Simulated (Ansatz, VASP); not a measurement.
## Two plane-wave programs on SiC

POSCAR

```
SiC
1.0
    3.0446026768      0.0000000000      0.0000000000
   -1.5223013384      2.6367032626      0.0000000000
    0.0000000000      0.0000000000      4.9976270101
Si C
2 2
Direct
    0.3333333333      0.6666666667     -0.0003967663
    0.6666666667      0.3333333333      0.4996032337
    0.3333333333      0.6666666667      0.3753967663
    0.6666666667      0.3333333333      0.8753967663
```

Contents of INCAR.step1:

```
SYSTEM = SiC
ALGO     = Normal         ! electronic algorithm
EDIFF    = 1E-5           ! SCF threshold, eV
ENCUT    = 520            ! plane-wave cutoff, eV
GGA      = PE             ! functional
ISIF     = 2              ! what is computed and relaxed
ISMEAR   = 0              ! smearing method
LASPH    = .True.         ! aspherical terms in the spheres
LCHARG   = .False.        ! write CHGCAR
LREAL    = .False.        ! projectors in reciprocal space
LWAVE    = .True.         ! write WAVECAR
NBANDS   = 16             ! bands
NELM     = 60             ! most SCF steps
PREC     = Accurate       ! precision mode
SIGMA    = 0.01           ! smearing width, eV
```

Contents of INCAR.step2:

```
SYSTEM = SiC
ALGO     = Normal         ! electronic algorithm
EDIFF    = 1E-7           ! SCF threshold, eV
ENCUT    = 520            ! plane-wave cutoff, eV
GGA      = PE             ! functional
HFSCREEN = 0.2079         ! screening, 1/A
ISIF     = 2              ! what is computed and relaxed
ISMEAR   = 0              ! smearing method
ISTART   = 1            
LASPH    = .True.         ! aspherical terms in the spheres
LCHARG   = .False.        ! write CHGCAR
LHFCALC  = .True.         ! exact exchange
LREAL    = .False.        ! projectors in reciprocal space
LWAVE    = .False.        ! write WAVECAR
NBANDS   = 16             ! bands
NELM     = 60             ! most SCF steps
PREC     = Accurate       ! precision mode
PRECFOCK = Normal       
SIGMA    = 0.01           ! smearing width, eV
```

KPOINTS

```
k-points
0
Gamma
  6 6 4
  0 0 0
```

Input for Ansatz:

```yaml
crystal:
  lattice:
    - [3.0446026768, 0.0, 0.0]
    - [-1.5223013384, 2.6367032626, 0.0]
    - [0.0, 0.0, 4.9976270101]
  atoms:
    - { symbol: Si, position: [0.3333333333, 0.6666666667, -0.0003967663] }
    - { symbol: Si, position: [0.6666666667, 0.3333333333, 0.4996032337] }
    - { symbol: C, position: [0.3333333333, 0.6666666667, 0.3753967663] }
    - { symbol: C, position: [0.6666666667, 0.3333333333, 0.8753967663] }
kpoints:
  mp_grid: { grid: [6, 6, 4] }
  band_path:
    path:
      - [0.0, 0.0, 0.0]
      - [0.5, 0.0, 0.0]
      - [0.3333333333, 0.3333333333, 0.0]
      - [0.0, 0.0, 0.5]
      - [0.5, 0.0, 0.5]
      - [0.3333333333, 0.3333333333, 0.5]
    npoints: 1
hamiltonian:
  xc: hse06
scf:
  occupations: { method: fixed }
  n_extra_bands: 5
output:
  forces: true
  stress: true
  eigenvalues: true
```

Change from the starting cell: hydrostatic strain -1.0%.

Alike in both runs: task single point; functional HSE06; k mesh 6 × 6 × 4; no spin polarisation.

|  | VASP | Ansatz |
| --- | --- | --- |
| version | VASP 6.6.1 | Ansatz 0.2.0 |
| potentials or method | VASP PAW PBE potentials, release 64 (Si, C) | plane waves, PAW |
| plane-wave cutoff (eV) | 520 | 420 |
| occupations | gaussian, width 0.01 eV | fixed |
| valence electrons in the cell | 16 | 16 |

Ansatz gave:

```
gap on the k mesh at the Fermi level (eV)                     : 3.11
pressure (GPa)                                                : 6.1
traceless stress, the component that is largest in VASP (GPa) : -0.47
rms of the force components (eV/Å)                            : 0.009
```

Question: Estimate VASP's values.

Answer: gap on the k mesh at the Fermi level (eV): 3.11; pressure (GPa): 5.7; traceless stress, the component that is largest in VASP (GPa): -0.43; rms of the force components (eV/Å): 0.009.

Atom by atom the forces differ by 0.000 eV/Å (rms over components). Ansatz's warnings: stress exchange threshold loose, stress scf threshold loose.
